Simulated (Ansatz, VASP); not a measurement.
## One calculation of InP, two programs

```
In P
1.0
     0.00000    2.92073    2.93050
     2.92073    0.00000    2.93050
     2.92073    2.92073    0.00000
In P
1 1
Direct
  0.00000 0.00000 0.00000
  0.25000 0.25000 0.25000
```

Alike in both runs: task single point; functional PBE; k mesh 6 × 6 × 6; occupations gaussian, width 0.05 eV; no spin polarisation.

|  | VASP | Ansatz |
| --- | --- | --- |
| version | VASP 6.6.1 | Ansatz 0.2.0 |
| potentials or method | VASP PAW PBE potentials, release 64 (In_d, P), cutoff 520 eV | plane waves, PAW |
| valence electrons in the cell | 18 | 18 |

```csv
,VASP,Ansatz,Ansatz less VASP
pressure (GPa),3.8,3.8,+0.06
"traceless stress, the component that is largest in VASP (GPa)",-0.09,-0.09,0.000
```
